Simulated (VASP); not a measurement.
# Li4Nb4O11 (a cell with a defect) in VASP: a series of runs

Runs on Li4Nb4O11 (a cell with a defect). Level: PBEsol. Tasks: single point.

Everything below comes from runs of VASP 6.6.1. Logs are shortened: lines on timing, memory, paths and dates and some standing lists are left out, and cuts for length are marked.

## 1. The cell of the first run

The cell holds a defect, 19 atoms: a = 5.195 Å, b = 5.598 Å, c = 7.637 Å, α = 95.84°, β = 90.00°, γ = 90.00°.

## 2. Single point, PBEsol (atom 17 moved 0.500 of the way to it and -0.300 Å across, host rigid)

INCAR

```
PREC = Accurate ; ENCUT = 520
EDIFF = 1E-6 ; ISMEAR = 0
SIGMA = 0.05 ; LREAL = Auto
LASPH = T ; NELM = 80
ALGO = Normal ; ISIF = 2
LWAVE = F ; LCHARG = T
GGA = PS ; LELF = T
LVHAR = T ; NBANDS = 80
NELECT = 128.0
```

KPOINTS

```
regular mesh
0
Gamma
  4 4 4
```

POSCAR

```
Li4Nb4O11
1.0
    5.1950821957      0.0000000000      0.0000000000
    0.0000000000      2.9993821042     -4.7271664166
    0.0000000000      5.9987642083      4.7271664167
Li Nb O
4 4 11
Direct
    0.0000000000      0.2865432153      0.3567283924
    0.5000000000      0.7865432153      0.8567283924
    0.0000000000      0.7134567847      0.6432716076
    0.5000000000      0.2134567847      0.1432716076
    0.0000000000      0.7111568631      0.1444215685
    0.5000000000      0.2111568631      0.6444215685
    0.0000000000      0.2888431369      0.8555784315
    0.5000000000      0.7888431369      0.3555784315
    0.8020967884      0.0253128181      0.7589912829
    0.3020967884      0.5253128181      0.2589912829
    0.3273039138      0.1547135204      0.8883919851
    0.3705992977      0.8526167320      0.5862951967
    0.8705992977      0.3526167320      0.0862951967
    0.1979032116      0.9746871819      0.2410087171
    0.6979032116      0.4746871819      0.7410087171
    0.1726960862      0.3452864796      0.6116080149
    0.7207647685      0.7050242539      0.2381679991
    0.6294007023      0.1473832680      0.4137048033
    0.1294007023      0.6473832680      0.9137048033
```

Potentials or basis: VASP PAW PBE potentials, release 64 (Li_sv, Nb_sv, O).

Started as:

```sh
> cat potpaw_PBE.64/Li_sv/POTCAR potpaw_PBE.64/Nb_sv/POTCAR potpaw_PBE.64/O/POTCAR > POTCAR
> mpirun -np 1 vasp_std > vasp.out
```

OUTCAR:

```text
PREC = Accurate
   ENCUT = 520
   EDIFF = 1E-6
   ISMEAR = 0
   LREAL = Auto
   LASPH = T
   NELM = 80
   ISIF = 2
   GGA = PS
   NELECT = 128.0

 ion  position               nearest neighbor table
   1  0.000  0.287  0.357-  18 2.14  16 2.14  14 2.14  10 2.24  13 2.24
   2  0.500  0.787  0.857-  19 2.14  15 2.14   9 2.24  11 2.24  12 2.24
   3  0.000  0.713  0.643-  12 2.14   9 2.14  15 2.24  16 2.24  19 2.24
   4  0.500  0.213  0.143-  13 2.14  11 2.14  10 2.14  14 2.24  18 2.24
   5  0.000  0.711  0.144-  17 1.62  14 1.89  19 1.89  10 2.12  13 2.12
   6  0.500  0.211  0.644-  16 1.89  15 1.89  18 1.89  11 2.12   9 2.12  12 2.12
   7  0.000  0.289  0.856-  11 1.89   9 1.89  13 1.89  16 2.12  15 2.12  19 2.12
   8  0.500  0.789  0.356-  17 1.50  10 1.89  12 1.89  14 2.12  18 2.12
   9  0.802  0.025  0.759-   7 1.89   6 2.12   3 2.14   2 2.24
  10  0.302  0.525  0.259-   8 1.89   5 2.12   4 2.14   1 2.24
  11  0.327  0.155  0.888-   7 1.89   6 2.12   4 2.14   2 2.24
  12  0.371  0.853  0.586-   8 1.89   6 2.12   3 2.14   2 2.24
  13  0.871  0.353  0.086-   7 1.89   5 2.12   4 2.14   1 2.24
  14  0.198  0.975  0.241-   5 1.89   8 2.12   1 2.14   4 2.24
  15  0.698  0.475  0.741-   6 1.89   7 2.12   2 2.14   3 2.24
  16  0.173  0.345  0.612-   6 1.89   7 2.12   1 2.14   3 2.24
  17  0.721  0.705  0.238-   8 1.50   5 1.62
  18  0.629  0.147  0.414-   6 1.89   8 2.12   1 2.14   4 2.24
  19  0.129  0.647  0.914-   5 1.89   7 2.12   2 2.14   3 2.24

  LATTYP: Found a simple monoclinic cell.
 ALAT       =     5.5984279344
 B/A-ratio  =     0.9279537500
 C/A-ratio  =     1.3642207161
 COS(beta)  =    -0.1018177164

  Lattice vectors:

 A1 = (   0.0000000000,   2.9993821042,  -4.7271664166)
 A2 = (  -5.1950821957,   0.0000000000,   0.0000000000)
 A3 = (   0.0000000000,   5.9987642083,   4.7271664167)

Analysis of symmetry for initial positions (statically):
=====================================================================
 Subroutine PRICEL returns:
 Original cell was already a primitive cell.

 Routine SETGRP: Setting up the symmetry group for a
 simple monoclinic supercell.

 Subroutine GETGRP returns: Found  1 space group operations
 (whereof  1 operations were pure point group operations)
 out of a pool of  4 trial point group operations.

The static configuration has the point symmetry C_1 .

Analysis of symmetry for dynamics (positions and initial velocities):
=====================================================================
 Subroutine PRICEL returns:
 Original cell was already a primitive cell.

 Routine SETGRP: Setting up the symmetry group for a
 simple monoclinic supercell.

 Subroutine GETGRP returns: Found  1 space group operations
 (whereof  1 operations were pure point group operations)
 out of a pool of  4 trial point group operations.

The dynamic configuration has the point symmetry C_1 .

 Subroutine INISYM returns: Found  1 space group operations
 (whereof  1 operations are pure point group operations),
 and found     1 'primitive' translations

----------------------------------------------------------------------------------------

                                     Primitive cell

  volume of cell :     220.9766

  direct lattice vectors                    reciprocal lattice vectors
     5.195082196  0.000000000  0.000000000     0.192489736  0.000000000  0.000000000
     0.000000000  2.999382104 -4.727166417     0.000000000  0.111134001 -0.141028813
     0.000000000  5.998764208  4.727166417     0.000000000  0.111134001  0.070514406

  length of vectors
     5.195082196  5.598427934  7.637491365     0.192489736  0.179554705  0.131617049

  position of ions in fractional coordinates (direct lattice)
     0.000000000  0.286543215  0.356728392
     0.500000000  0.786543215  0.856728392
     0.000000000  0.713456785  0.643271608
     0.500000000  0.213456785  0.143271608
     0.000000000  0.711156863  0.144421569
     0.500000000  0.211156863  0.644421569
[... 11 lines left out ...]
     0.629400702  0.147383268  0.413704803
     0.129400702  0.647383268  0.913704803

  ion indices of the primitive-cell ions
   primitive index   ion index
                 1           1
                 2           2
                 3           3
                 4           4
                 5           5
                 6           6
[... 11 lines left out ...]
                18          18
                19          19

----------------------------------------------------------------------------------------

 KPOINTS: regular mesh

Automatic generation of k-mesh.
 Grid dimensions read from file:
 generate k-points for:    4    4    4

 Generating k-lattice:

  Cartesian coordinates                     Fractional coordinates (reciprocal lattice)
     0.048122434  0.000000000  0.000000000     0.250000000  0.000000000  0.000000000
     0.000000000  0.027783500 -0.035257203     0.000000000  0.250000000  0.000000000
     0.000000000  0.027783500  0.017628602     0.000000000  0.000000000  0.250000000

  Length of vectors
     0.048122434  0.044888676  0.032904262

  Shift w.r.t. Gamma in fractional coordinates (k-lattice)
     0.000000000  0.000000000  0.000000000

 Subroutine IBZKPT returns following result:
 ===========================================

 Found     36 irreducible k-points:

 Following reciprocal coordinates:
            Coordinates               Weight
  0.000000  0.000000  0.000000      1.000000
  0.250000  0.000000  0.000000      2.000000
  0.500000  0.000000  0.000000      1.000000
  0.000000  0.250000  0.000000      2.000000
  0.250000  0.250000  0.000000      2.000000
  0.250000 -0.250000 -0.000000      2.000000
[... 16 lines left out ...]
  0.000000 -0.250000  0.250000      2.000000
  0.250000 -0.250000  0.250000      2.000000
 [... further k-points ...]
   k-points           NKPTS =     36   k-points in BZ     NKDIM =     36   number of bands    NBANDS=     80
   number of dos      NEDOS =    301   number of ions     NIONS =     19
   total plane-waves  NPLWV = 100800
   dimension x,y,z NGX =    40 NGY =   42 NGZ =   60
   dimension x,y,z NGXF=    80 NGYF=   84 NGZF=  120
   ions per type =               4   4  11
   NGX,Y,Z   is equivalent  to a cutoff of  12.80, 12.47, 13.06 a.u.
   NGXF,Y,Z  is equivalent  to a cutoff of  25.60, 24.94, 26.12 a.u.
 SYSTEM =  unknown system
   PREC   = accura    normal or accurate (medium, high low for compatibility)
   ISTART =      0    job   : 0-new  1-cont  2-samecut
   ICHARG =      2    charge: 1-file 2-atom 10-const
   ISPIN  =      1    spin polarized calculation?
   LNONCOLLINEAR =      F non collinear calculations
   LSORBIT =      F    spin-orbit coupling
   LASPH  =      T    aspherical Exc in radial PAW
   ENCUT  =  520.0 eV  38.22 Ry    6.18 a.u.   9.66 10.41 14.20*2*pi/ulx,y,z
   NELM   =     80;   NELMIN=  2; NELMDL= -5     # of ELM steps
   EDIFF  = 0.1E-05   stopping-criterion for ELM
   LREAL  =      T    real-space projection
   EDIFFG = 0.1E-04   stopping-criterion for IOM
   NSW    =      0    number of steps for IOM
   IBRION =     -1    ionic relax: 0-MD 1-quasi-New 2-CG
   NFREE  =      0    steps in history (QN), initial steepest desc. (CG)
   ISIF   =      2    stress and relaxation
   ISYM   =      2    0-nonsym 1-usesym 2-fastsym
   POTIM  = 0.5000    time-step for ionic-motion
   TEBEG  =    0.0;   TEEND  =   0.0 temperature during run
   PSTRESS=    0.0 pullay stress
   NELECT =     128.0000    total number of electrons
   NUPDOWN=      -1.0000    fix difference up-down
   EMIN   =  10.00;   EMAX   =-10.00  energy-range for DOS
   EFERMI =   0.00;   METHOD = LEGACY
   ISMEAR =     0;   SIGMA  =   0.05  broadening in eV -4-tet -1-fermi 0-gaus
   EFERMI_NEDOS =   21; number of points for ismear=-14 and -15
   IALGO  =     38    algorithm
   IMIX   =      4    mixing-type and parameters
     AMIX     =   0.40;   BMIX     =  1.00
     AMIX_MAG =   1.60;   BMIX_MAG =  1.00
  volume/ion in A,a.u.               =      11.63        78.49
  Fermi-wavevector in a.u.,A,eV,Ry     =   1.364675  2.578863 25.338660  1.862339
  Thomas-Fermi vector in A             =   2.490970
   LORBIT       =      0    0 simple, 1 ext, 2 COOP (PROOUT), +10 PAW based schemes
   GGA     = PS    functional components
   LHFCALC =     F    Hartree Fock is set to
   AEXX    =    0.0000 exact exchange contribution
   IVDW    =     0    specifies the selected vdW correction
   LEPSILON=     F    determine dielectric tensor
   LRPA    =     F    only Hartree local field effects (RPA)
 non-spin polarized calculation
 Gauss-broadening in eV      SIGMA  =   0.05
  energy-cutoff  :      520.00
  volume of cell :      220.98
 maximum number of plane-waves:      5983
 NGX is ok and might be reduce to    40
   NGX = 19   NGY = 21   NGZ = 29

 number of electron     127.9999974 magnetization

 Free energy of the ion-electron system (eV)
  ---------------------------------------------------
  ext. energy  EPLUGINS =         0.00000000
  ---------------------------------------------------
  free energy    TOTEN  =      -159.52876921 eV

  energy without entropy =     -159.52876921  energy(sigma->0) =     -159.52876921

 E-fermi :   3.5682     XC(G=0): -10.2634

 val. band max:        3.2486416100   @ k =   0.0000   0.2500   0.0000
 cond. band min:       5.3756902868   @ k =   0.0000   0.0000   0.0000
 fundamental gap:      2.1270486768
 Fermi energy:         3.5681759315

 k-point     1 :       0.0000    0.0000    0.0000
  band No.  band energies     occupation
      1     -51.7884      2.00000
      2     -51.6374      2.00000
      3     -50.5302      2.00000
      4     -50.4716      2.00000
      5     -38.9675      2.00000
      6     -38.9534      2.00000
[... 68 lines left out ...]
     75       8.3995      0.00000
     76       8.5416      0.00000

 k-point     2 :       0.2500    0.0000    0.0000
  band No.  band energies     occupation
      1     -51.7823      2.00000
      2     -51.6437      2.00000
      3     -50.5217      2.00000
      4     -50.4802      2.00000
      5     -38.9669      2.00000
      6     -38.9539      2.00000
[... 1730 lines left out ...]
 k-point    24 :       0.2500   -0.2500    0.2500
  band No.  band energies     occupation
      1     -51.7823      2.00000
      2     -51.6437      2.00000
      3     -50.5217      2.00000
      4     -50.4802      2.00000
      5     -38.9669      2.00000
      6     -38.9539      2.00000
[... 68 lines left out ...]
     75       8.4045      0.00000
     76       8.5444      0.00000

 [... further k-points ...]

 [bands above 76 left out]

------------------------ aborting loop because EDIFF is reached ----------------------------------------

  FORCE on cell =-STRESS in cart. coord.  units (eV):
  Direction    XX          YY          ZZ          XY          YZ          ZX
  --------------------------------------------------------------------------------------
  -------------------------------------------------------------------------------------
  Total       26.4253543      4.1711806    -17.3704915    -27.1259161      6.9425321    -11.0392808
  in kB      191.5953810     30.2428844   -125.9436643   -196.6747612     50.3363954    -80.0396161
  external PRESSURE =      31.9648671 kB  Pullay stress =       0.0000000 kB

 VOLUME and BASIS-vectors are now :
 -----------------------------------------------------------------------------
  energy-cutoff  :      520.00
  volume of cell :      220.98
      direct lattice vectors                 reciprocal lattice vectors
     5.195082196  0.000000000  0.000000000     0.192489736  0.000000000  0.000000000
     0.000000000  2.999382104 -4.727166417     0.000000000  0.111134001 -0.141028813
     0.000000000  5.998764208  4.727166417     0.000000000  0.111134001  0.070514406

 POSITION                                       TOTAL-FORCE (eV/Angst)
 -----------------------------------------------------------------------------------
      0.00000      2.99938      0.33178         0.375366     -0.242636      0.627690
      2.59754      7.49846      0.33178        -0.443579     -0.904493     -0.592375
      0.00000      5.99876     -0.33178         0.468731      0.838105      0.498627
      2.59754      1.49969     -0.33178        -0.378723      0.269731     -0.689656
      0.00000      2.99938     -2.67905        18.194454     -7.919986     -3.245835
      2.59754      4.49907      2.04811        -0.687829      1.133171      0.613933
[... 11 lines left out ...]
      3.26979      2.92378      1.25895         0.575922     -1.933655     -0.354831
      0.67225      7.42285      1.25895        -0.917725      1.020056     -0.212453
 -----------------------------------------------------------------------------------
    total drift:                                0.001676     -0.000019      0.001117

  FREE ENERGIE OF THE ION-ELECTRON SYSTEM (eV)
  ---------------------------------------------------
  free  energy   TOTEN  =      -159.5287692139 eV

  energy  without entropy=     -159.5287692139  energy(sigma->0) =     -159.52876921
```

It took 9.2 min on 1 thread of Intel Xeon 6975P-C (Granite Rapids), shared host; peak memory 0.54 GiB.

What came out:

```
Free energy   : -159.5288 eV
Largest force : 30.685 eV/Å
```

Forces in eV/Å, atoms in the order of the input:
```
Li    0.375  -0.243   0.628
Li   -0.444  -0.904  -0.592
Li    0.469   0.838   0.499
Li   -0.379   0.270  -0.690
Nb   18.194  -7.920  -3.246
Nb   -0.688   1.133   0.614
Nb    0.369  -1.301  -0.241
Nb  -24.559  18.389   0.518
O    -0.039   0.042   0.407
O    -2.234  -0.247  -0.525
O     0.172   0.055   0.156
O     0.721   0.381   1.193
O     0.004   0.876   0.576
O     0.774  -0.011   0.532
O     0.138   0.020  -0.384
O    -0.129   0.019  -0.177
O     7.595 -10.483   1.299
O     0.576  -1.934  -0.355
O    -0.918   1.020  -0.212
```

Caveat: the cell carries a net charge on a neutralising background, which shifts energy and pressure; the cell differs from its parent crystal (atom 17 moved 0.500 of the way to it and -0.300 Å across, host rigid); the cell is charged against a uniform background, so pressure and absolute levels hang on convention; the cutoff is under 1.25 times the usual one of these potentials, so pressure, stress and relaxed cells hold a basis-set (Pulay) error; the PAW data sets were made with another functional, which shifts forces and pressure a little.

## 3. Single point, PBEsol (atom 17 moved 0.333 of the way to it and +0.300 Å across, host rigid)

INCAR

```
SYSTEM = Li4Nb4O11
PREC = Accurate
ENCUT = 520
EDIFF = 1E-6
ISMEAR = 0
SIGMA = 0.05
LREAL = Auto
LASPH = .True.
NELM = 100
ALGO = Normal
ISIF = 2
LWAVE = .False.
LCHARG = .False.
GGA = PS
NELECT = 128.0
NBANDS = 80
```

KPOINTS

```
regular mesh
0
Gamma
  4 4 4
  0 0 0
```

Changes to POSCAR since step 2:

```diff
@@ -24,3 +24,3 @@
     0.1726960862      0.3452864796      0.6116080149
-    0.7207647685      0.7050242539      0.2381679991
+    0.7534621066      0.8267442584      0.2156921131
     0.6294007023      0.1473832680      0.4137048033
```

Potentials or basis: VASP PAW PBE potentials, release 64 (Li_sv, Nb_sv, O).

Started as:

```sh
> cat potpaw_PBE.64/Li_sv/POTCAR potpaw_PBE.64/Nb_sv/POTCAR potpaw_PBE.64/O/POTCAR > POTCAR
> mpirun -np 1 vasp_std > vasp.out
```

Wall time 31 min (1 thread of Intel Xeon Platinum 8259CL at 2.50GHz (Skylake/Cascade Lake), shared host); peak memory 0.54 GiB.

It converged, with:

```yaml
Free_energy: -161.1935 eV
Largest_force: 28.111 eV/Å
```

Forces on the atoms (eV/Å):
```
Li    0.393  -0.346   0.722
Li   -0.372  -0.681  -0.407
Li    0.447   0.951   0.616
Li   -0.279   0.151  -0.508
Nb   23.332 -15.161   3.999
Nb   -0.319   1.400   0.244
Nb    0.593  -1.058  -0.397
Nb  -11.482   5.782   3.042
O    -0.134  -0.090   0.328
O    -0.237   0.669  -0.216
O     0.079  -0.018   0.144
O     0.821  -1.090   0.010
O    -0.557   1.965   0.367
O     2.407   0.716   0.841
O     0.056  -0.081  -0.454
O    -0.213  -0.013  -0.186
O   -13.898   7.103  -7.067
O     0.045  -0.608  -0.276
O    -0.682   0.410  -0.802
```

Levels at points of the mesh, in eV from the Fermi level:
| k point | band 60 | band 61 | band 62 | band 63 | band 64 | band 65 | band 66 | band 67 | band 68 | band 69 |
| --- | --- | --- | --- | --- | --- | --- | --- | --- | --- | --- |
| (0.00, 0.00, 0.00) | -0.94 | -0.83 | -0.79 | -0.71 | -0.37 | 1.44 | 2.49 | 2.80 | 3.34 | 3.75 |
| (0.50, 0.00, 0.00) | -0.98 | -0.90 | -0.75 | -0.53 | -0.49 | 2.05 | 2.31 | 2.69 | 3.04 | 3.76 |
| (0.00, 0.50, 0.00) | -0.93 | -0.90 | -0.86 | -0.53 | -0.49 | 1.62 | 2.66 | 2.83 | 3.47 | 3.82 |
| (0.50, 0.50, 0.00) | -0.90 | -0.84 | -0.73 | -0.55 | -0.50 | 2.09 | 2.35 | 2.71 | 3.20 | 3.79 |
| (0.00, 0.00, 0.50) | -0.99 | -0.93 | -0.75 | -0.57 | -0.39 | 1.57 | 2.44 | 2.79 | 3.37 | 3.93 |
| (0.50, 0.00, 0.50) | -0.91 | -0.84 | -0.75 | -0.52 | -0.48 | 2.10 | 2.29 | 2.69 | 3.06 | 3.77 |
| (0.00, 0.50, 0.50) | -0.98 | -0.77 | -0.72 | -0.57 | -0.51 | 1.62 | 2.61 | 2.80 | 3.42 | 3.89 |
| (0.50, 0.50, 0.50) | -0.97 | -0.90 | -0.81 | -0.58 | -0.47 | 2.14 | 2.34 | 2.72 | 3.25 | 3.80 |

Caveat: the cell carries a net charge on a neutralising background, which shifts energy and pressure; the cell differs from its parent crystal (atom 17 moved 0.333 of the way to it and +0.300 Å across, host rigid); the cell is charged against a uniform background, so pressure and absolute levels hang on convention; the cutoff is under 1.25 times the usual one of these potentials, so pressure, stress and relaxed cells hold a basis-set (Pulay) error; the PAW data sets were made with another functional, which shifts forces and pressure a little.

(Continued in part 2 of 2.)
